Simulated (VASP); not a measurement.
The system is SnSe2.

```
Sn Se
1.0
     3.81100    0.00000    0.00000
    -1.90550    3.30042    0.00000
     0.00000    0.00000    6.13600
Sn Se
1 2
Direct
  0.00000 0.00000 0.00000
  0.33333 0.66667 0.26170
  0.66667 0.33333 0.73830
```

Base run:

- Program: VASP 6.6.1
- Functional: r2SCAN
- Potentials or basis: VASP PAW PBE potentials, release 64 (Sn_d, Se)
- Cutoff: 520 eV
- k mesh: 13 × 13 × 7
- Occupations: fermi-dirac, width 0.02 eV
- Spin: no spin polarisation

Its results: band gap on the k mesh 0.81 eV, indirect (least direct gap 1.42 eV); pressure 0.7 GPa; largest force 0.319 eV/Å.

Problem. The run is repeated on the same cell with these changes: functional from r2SCAN to LDA; potentials or basis from VASP PAW PBE potentials, release 64 (Sn_d, Se) to VASP PAW LDA potentials, release 64 (Sn_d, Se). What comes out?

Solution. Band gap on the k mesh 0.40 eV, indirect (least direct gap 0.90 eV); pressure -1.9 GPa; largest force 0.236 eV/Å.

Caveats: spin-orbit coupling is left out, which moves the levels of the heavy elements; the PAW data sets were made with another functional, which shifts forces and pressure a little (some runs).

A k mesh can miss the band edges.
